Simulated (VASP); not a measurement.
# Cs2LiYP6 (Fm-3m) in VASP: single point with HSE06

Aim: the single point of Cs2LiYP6 with HSE06.

Everything below comes from runs of VASP 6.6.1. Logs are shortened: lines on timing, memory, paths and dates and some standing lists are left out, and cuts for length are marked.

## Step 1: The cell of the first run

Symmetry: Fm-3m, No. 225, cubic system. The conventional cell has a = 9.666 Å, b = 9.666 Å, c = 9.666 Å, α = 90.00°, β = 90.00°, γ = 90.00°. Within 3.2 Å of Y (site symmetry m-3m) lie 6 P at 2.42 Å. P (site symmetry 4mm) has 1 Li at 2.41 Å and 1 Y at 2.42 Å within 3.2 Å. Li (site symmetry m-3m) has 6 P at 2.41 Å within 3.2 Å. Within 4.5 Å of Cs (site symmetry -43m) lie 12 P at 3.42 Å and 4 Y at 4.19 Å and 4 Li at 4.19 Å.

## Step 2: Single point, HSE06

POSCAR reads:

```
Cs2LiYP6
1.0
    0.0000000000      4.8330620000      4.8330620000
    4.8330620000      0.0000000000      4.8330620000
    4.8330620000      4.8330620000      0.0000000000
Y P Li Cs
1 6 1 2
Direct
    0.0000000000      0.0000000000      0.0000000000
    0.7495400000      0.2504600000      0.2504600000
    0.2504600000      0.7495400000      0.2504600000
    0.2504600000      0.7495400000      0.7495400000
    0.7495400000      0.2504600000      0.7495400000
    0.2504600000      0.2504600000      0.7495400000
    0.7495400000      0.7495400000      0.2504600000
    0.5000000000      0.5000000000      0.5000000000
    0.2500000000      0.2500000000      0.2500000000
    0.7500000000      0.7500000000      0.7500000000
```

INCAR.step1 reads:

```
SYSTEM = Cs2LiYP6
PREC = Accurate
ENCUT = 520
EDIFF = 1E-5
ISMEAR = -1
SIGMA = 0.0257
LREAL = .False.
LASPH = .True.
NELM = 100
ALGO = Normal
ISIF = 2
LWAVE = .True.
LCHARG = .False.
GGA = PE
NBANDS = 42
```

INCAR.step2 reads:

```
SYSTEM = Cs2LiYP6
PREC = Accurate
ENCUT = 520
EDIFF = 1E-6
ISMEAR = -1
SIGMA = 0.0257
LREAL = .False.
LASPH = .True.
NELM = 100
ALGO = Normal
ISIF = 2
LWAVE = .False.
LCHARG = .False.
GGA = PE
LHFCALC = .True.
HFSCREEN = 0.2079
PRECFOCK = Fast
ISTART = 1
NBANDS = 42
```

KPOINTS reads:

```
Automatic mesh
0
Gamma
  2 2 2
  0 0 0
```

Potentials or basis: VASP PAW PBE potentials, release 64 (Y_sv, P, Li_sv, Cs_sv).

On the command line:

```
$ cat potpaw_PBE.64/Y_sv/POTCAR potpaw_PBE.64/P/POTCAR potpaw_PBE.64/Li_sv/POTCAR potpaw_PBE.64/Cs_sv/POTCAR > POTCAR
$ cp INCAR.step1 INCAR
$ mpirun -np 1 vasp_std > vasp.out
$ cp INCAR.step2 INCAR
$ mpirun -np 1 vasp_std > vasp.out
```

OUTCAR:

```text
SYSTEM = Cs2LiYP6
   PREC = Accurate
   ENCUT = 520
   EDIFF = 1E-6
   ISMEAR = -1
   LREAL = .False.
   LASPH = .True.
   NELM = 100
   ISIF = 2
   GGA = PE
   LHFCALC = .True.
   HFSCREEN = 0.2079
   PRECFOCK = Fast
   ISTART = 1

 ion  position               nearest neighbor table
   1  0.000  0.000  0.000-   2 2.42   3 2.42   4 2.42   5 2.42   6 2.42   7 2.42
   2  0.750  0.250  0.250-   8 2.41   1 2.42
   3  0.250  0.750  0.250-   8 2.41   1 2.42
   4  0.250  0.750  0.750-   8 2.41   1 2.42
   5  0.750  0.250  0.750-   8 2.41   1 2.42
   6  0.250  0.250  0.750-   8 2.41   1 2.42
   7  0.750  0.750  0.250-   8 2.41   1 2.42
   8  0.500  0.500  0.500-   2 2.41   3 2.41   4 2.41   5 2.41   6 2.41   7 2.41
   9  0.250  0.250  0.250-
  10  0.750  0.750  0.750-

  LATTYP: Found a face centered cubic cell.
 ALAT       =     9.6661240000

  Lattice vectors:

 A1 = (   0.0000000000,   4.8330620000,   4.8330620000)
 A2 = (   4.8330620000,   0.0000000000,   4.8330620000)
 A3 = (   4.8330620000,   4.8330620000,   0.0000000000)

Analysis of symmetry for initial positions (statically):
=====================================================================
 Subroutine PRICEL returns:
 Original cell was already a primitive cell.

 Routine SETGRP: Setting up the symmetry group for a
 face centered cubic supercell.

 Subroutine GETGRP returns: Found 48 space group operations
 (whereof 48 operations were pure point group operations)
 out of a pool of 48 trial point group operations.

The static configuration has the point symmetry O_h .

Analysis of symmetry for dynamics (positions and initial velocities):
=====================================================================
 Subroutine PRICEL returns:
 Original cell was already a primitive cell.

 Routine SETGRP: Setting up the symmetry group for a
 face centered cubic supercell.

 Subroutine GETGRP returns: Found 48 space group operations
 (whereof 48 operations were pure point group operations)
 out of a pool of 48 trial point group operations.

The dynamic configuration has the point symmetry O_h .

 Subroutine INISYM returns: Found 48 space group operations
 (whereof 48 operations are pure point group operations),
 and found     1 'primitive' translations

----------------------------------------------------------------------------------------

                                     Primitive cell

  volume of cell :     225.7860

  direct lattice vectors                    reciprocal lattice vectors
     0.000000000  4.833062000  4.833062000    -0.103454084  0.103454084  0.103454084
     4.833062000  0.000000000  4.833062000     0.103454084 -0.103454084  0.103454084
     4.833062000  4.833062000  0.000000000     0.103454084  0.103454084 -0.103454084

  length of vectors
     6.834981828  6.834981828  6.834981828     0.179187729  0.179187729  0.179187729

  position of ions in fractional coordinates (direct lattice)
     0.000000000  0.000000000  0.000000000
     0.749540000  0.250460000  0.250460000
     0.250460000  0.749540000  0.250460000
     0.250460000  0.749540000  0.749540000
     0.749540000  0.250460000  0.749540000
     0.250460000  0.250460000  0.749540000
     0.749540000  0.749540000  0.250460000
     0.500000000  0.500000000  0.500000000
     0.250000000  0.250000000  0.250000000
     0.750000000  0.750000000  0.750000000

  ion indices of the primitive-cell ions
   primitive index   ion index
                 1           1
                 2           2
                 3           3
                 4           4
                 5           5
                 6           6
                 7           7
                 8           8
                 9           9
                10          10

----------------------------------------------------------------------------------------

 KPOINTS: Automatic mesh

Automatic generation of k-mesh.
 Grid dimensions read from file:
 generate k-points for:    2    2    2

 Generating k-lattice:

  Cartesian coordinates                     Fractional coordinates (reciprocal lattice)
    -0.051727042  0.051727042  0.051727042     0.500000000  0.000000000  0.000000000
     0.051727042 -0.051727042  0.051727042     0.000000000  0.500000000  0.000000000
     0.051727042  0.051727042 -0.051727042     0.000000000  0.000000000  0.500000000

  Length of vectors
     0.089593864  0.089593864  0.089593864

  Shift w.r.t. Gamma in fractional coordinates (k-lattice)
     0.000000000  0.000000000  0.000000000

 Subroutine IBZKPT returns following result:
 ===========================================

 Found      3 irreducible k-points:

 Following reciprocal coordinates:
            Coordinates               Weight
  0.000000  0.000000  0.000000      1.000000
  0.500000  0.000000  0.000000      4.000000
  0.500000  0.500000  0.000000      3.000000
   k-points           NKPTS =      3   k-points in BZ     NKDIM =      8   number of bands    NBANDS=     42
   number of dos      NEDOS =    301   number of ions     NIONS =     10
   total plane-waves  NPLWV = 157464
   dimension x,y,z NGX =    54 NGY =   54 NGZ =   54
   dimension x,y,z NGXF=   108 NGYF=  108 NGZF=  108
   ions per type =               1   6   1   2
   NGX,Y,Z   is equivalent  to a cutoff of  13.13, 13.13, 13.13 a.u.
   NGXF,Y,Z  is equivalent  to a cutoff of  26.27, 26.27, 26.27 a.u.
 SYSTEM =  Cs2LiYP6
   PREC   = accura    normal or accurate (medium, high low for compatibility)
   ISTART =      1    job   : 0-new  1-cont  2-samecut
   ICHARG =      0    charge: 1-file 2-atom 10-const
   ISPIN  =      1    spin polarized calculation?
   LNONCOLLINEAR =      F non collinear calculations
   LSORBIT =      F    spin-orbit coupling
   LASPH  =      T    aspherical Exc in radial PAW
   ENCUT  =  520.0 eV  38.22 Ry    6.18 a.u.  12.71 12.71 12.71*2*pi/ulx,y,z
   NELM   =    100;   NELMIN=  2; NELMDL=  0     # of ELM steps
   EDIFF  = 0.1E-05   stopping-criterion for ELM
   LREAL  =      F    real-space projection
   EDIFFG = 0.1E-04   stopping-criterion for IOM
   NSW    =      0    number of steps for IOM
   IBRION =     -1    ionic relax: 0-MD 1-quasi-New 2-CG
   NFREE  =      0    steps in history (QN), initial steepest desc. (CG)
   ISIF   =      2    stress and relaxation
   ISYM   =      3    0-nonsym 1-usesym 2-fastsym
   POTIM  = 0.5000    time-step for ionic-motion
   TEBEG  =    0.0;   TEEND  =   0.0 temperature during run
   PSTRESS=    0.0 pullay stress
   NELECT =      62.0000    total number of electrons
   NUPDOWN=      -1.0000    fix difference up-down
   EMIN   =  10.00;   EMAX   =-10.00  energy-range for DOS
   EFERMI =   0.00;   METHOD = LEGACY
   ISMEAR =    -1;   SIGMA  =   0.03  broadening in eV -4-tet -1-fermi 0-gaus
   EFERMI_NEDOS =   21; number of points for ismear=-14 and -15
   IALGO  =     38    algorithm
   IMIX   =      1    mixing-type and parameters
     AMIX     =   0.40;   BMIX     =  1.00
     AMIX_MAG =   1.60;   BMIX_MAG =  1.00
  volume/ion in A,a.u.               =      22.58       152.37
  Fermi-wavevector in a.u.,A,eV,Ry     =   1.064077  2.010814 15.405329  1.132260
  Thomas-Fermi vector in A             =   2.199583
   LORBIT       =      0    0 simple, 1 ext, 2 COOP (PROOUT), +10 PAW based schemes
   GGA     = PE    functional components
   LHFCALC =     T    Hartree Fock is set to
   PRECFOCK=fast      Normal, Fast or Accurate (Low or Medium for compatibility)
   ENCUT4O =  -1.0   cutoff for four orbital integrals eV
   NKREDX  =     1    reduce k-point grid by
   NKREDY  =     1    reduce k-point grid by
   NKREDZ  =     1    reduce k-point grid by
   AEXX    =    0.2500 exact exchange contribution
   HFSCREEN=    0.2079 screening length (either q_TF or 0.3 A-1)
   HFSCREENC=   0.2079 screening length for correlation (either q_TF or 0.3 A-1)
   ENCUTFOCK=  -1.0 apply spherical cutoff to Coloumb kernel
   IVDW    =     0    specifies the selected vdW correction
   LEPSILON=     F    determine dielectric tensor
   LRPA    =     F    only Hartree local field effects (RPA)
 non-spin polarized calculation
  energy-cutoff  :      520.00
  volume of cell :      225.79
 maximum number of plane-waves:      6116
 NGX is ok and might be reduce to    54
  NGX = 28; NGY = 28; NGZ = 28

 number of electron      61.9999995 magnetization

 Free energy of the ion-electron system (eV)
  ---------------------------------------------------
  ext. energy  EPLUGINS =         0.00000000
  ---------------------------------------------------
  free energy    TOTEN  =       -42.97659743 eV

  energy without entropy =      -42.97579841  energy(sigma->0) =      -42.97619792

 E-fermi :   3.3167     XC(G=0):  -8.1097

 val. band max:        3.1392540148   @ k =   0.5000   0.0000   0.0000
 cond. band min:       3.4868020301   @ k =   0.5000   0.5000   0.0000
 fundamental gap:      0.3475480153
 Fermi energy:         3.3167299863

 k-point     1 :       0.0000    0.0000    0.0000
  band No.  band energies     occupation
      1     -44.0767      2.00000
      2     -39.3560      2.00000
      3     -18.7939      2.00000
      4     -18.7182      2.00000
      5     -18.7051      2.00000
      6     -18.7051      2.00000
[... 34 lines left out ...]
     41       7.9077      0.00000
     42       7.9077      0.00000

 k-point     2 :       0.5000    0.0000    0.0000
  band No.  band energies     occupation
      1     -44.0767      2.00000
      2     -39.3560      2.00000
      3     -18.8269      2.00000
      4     -18.7532      2.00000
      5     -18.7056      2.00000
      6     -18.7056      2.00000
[... 34 lines left out ...]
     41       9.5220      0.00000
     42       9.5220      0.00000

 k-point     3 :       0.5000    0.5000    0.0000
  band No.  band energies     occupation
      1     -44.0766      2.00000
      2     -39.3561      2.00000
      3     -18.8470      2.00000
      4     -18.7394      2.00000
      5     -18.7063      2.00000
      6     -18.7063      2.00000
[... 34 lines left out ...]
     41      10.3544      0.00000
     42      10.3544      0.00000

------------------------ aborting loop because EDIFF is reached ----------------------------------------

  FORCE on cell =-STRESS in cart. coord.  units (eV):
  Direction    XX          YY          ZZ          XY          YZ          ZX
  --------------------------------------------------------------------------------------
  -------------------------------------------------------------------------------------
  Total       13.4338269     13.4338269     13.4338269      0.0000000      0.0000000     -0.0000000
  in kB       95.3264096     95.3264096     95.3264096      0.0000000      0.0000000     -0.0000000
  external PRESSURE =      95.3264096 kB  Pullay stress =       0.0000000 kB

 VOLUME and BASIS-vectors are now :
 -----------------------------------------------------------------------------
  energy-cutoff  :      520.00
  volume of cell :      225.79
      direct lattice vectors                 reciprocal lattice vectors
     0.000000000  4.833062000  4.833062000    -0.103454084  0.103454084  0.103454084
     4.833062000  0.000000000  4.833062000     0.103454084 -0.103454084  0.103454084
     4.833062000  4.833062000  0.000000000     0.103454084  0.103454084 -0.103454084

 POSITION                                       TOTAL-FORCE (eV/Angst)
 -----------------------------------------------------------------------------------
      0.00000      0.00000      0.00000         0.000000     -0.000000      0.000000
      2.42098      4.83306      4.83306         2.595217     -0.000000      0.000000
      4.83306      2.42098      4.83306         0.000000      2.595217      0.000000
      7.24515      4.83306      4.83306        -2.595217     -0.000000      0.000000
      4.83306      7.24515      4.83306         0.000000     -2.595217      0.000000
      4.83306      4.83306      2.42098         0.000000     -0.000000      2.595217
      4.83306      4.83306      7.24515         0.000000     -0.000000     -2.595217
      4.83306      4.83306      4.83306         0.000000     -0.000000      0.000000
      2.41653      2.41653      2.41653        -0.000000     -0.000000      0.000000
      7.24959      7.24959      7.24959         0.000000      0.000000      0.000000
 -----------------------------------------------------------------------------------
    total drift:                                0.000000      0.000000      0.000000

  FREE ENERGIE OF THE ION-ELECTRON SYSTEM (eV)
  ---------------------------------------------------
  free  energy   TOTEN  =       -42.9765974350 eV

  energy  without entropy=      -42.9757984056  energy(sigma->0) =      -42.97619792
```

Run time: 8.7 min. Hardware: 1 thread of Intel Xeon Platinum 8259CL at 2.50GHz (Skylake/Cascade Lake), shared host; peak memory 0.56 GiB.

What came out:

| Item | Value |
| --- | --- |
| Free energy | -42.9766 eV |
| Largest force | 2.595 eV/Å |
| Band gap on the k mesh | zero (bands 31 and 32 overlap by 0.79 eV) |

Forces in eV/Å, atoms in the order of the input:
```
Y    0.000  0.000  0.000
P    2.595  0.000  0.000
P    0.000  2.595  0.000
P   -2.595  0.000  0.000
P    0.000 -2.595  0.000
P    0.000  0.000  2.595
P    0.000  0.000 -2.595
Li   0.000  0.000  0.000
Cs   0.000  0.000  0.000
Cs   0.000  0.000  0.000
```

Caveat: the k points lie up to 0.56 Å⁻¹ apart, too coarse for converged energies and pressures of a metal; the cutoff is under 1.25 times the usual one of these potentials, so pressure, stress and relaxed cells hold a basis-set (Pulay) error; the PAW data sets were made with another functional, which shifts forces and pressure a little; spin-orbit coupling is left out, which moves the levels of the heavy elements.

The gap in the log of VASP goes by the Fermi energy; the results here count the filled bands.